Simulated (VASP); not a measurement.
Input of a VASP 6.6.1 run:

INCAR

```
PREC     = Accurate       # precision mode
ENCUT    = 520            # plane-wave cutoff, eV
EDIFF    = 1E-6           # SCF threshold, eV
ISMEAR   = 1              # smearing method
SIGMA    = 0.15           # smearing width, eV
LREAL    = False          # projectors in reciprocal space
LASPH    = True           # aspherical terms in the spheres
NELM     = 80             # most SCF steps
ALGO     = Normal         # electronic algorithm
ISIF     = 2              # what is computed and relaxed
LWAVE    = False          # write WAVECAR
LCHARG   = False          # write CHGCAR
GGA      = PE             # functional
IVDW     = 12             # dispersion correction
NBANDS   = 20             # bands
```

The input KPOINTS:

```
regular mesh
0
Gamma
  7 7 7
```

The input POSCAR:

```
GaGe
1.0
    0.0000000000      2.9731461223      2.9731461223
    2.9731461223      0.0000000000      2.9731461223
    2.9731461223      2.9731461223      0.0000000000
Ga Ge
1 1
Direct
    0.7500000000      0.7500000000      0.7500000000
    0.0000000000      0.0000000000      0.0000000000
```

Potentials or basis: VASP PAW PBE potentials, release 64 (Ga_d, Ge_d).

Command:

```sh
$ cat potpaw_PBE.64/Ga_d/POTCAR potpaw_PBE.64/Ge_d/POTCAR > POTCAR
$ mpirun -np 1 vasp_std > vasp.out
```

Question: Predict the dispersion energy per atom.

Answer: -0.238 eV.

Question: What does it give for the pressure?

Answer: -4.3 GPa.

Caveat: three body term missing; pairwise dispersion overbinds metals, which lowers pressure and volume.
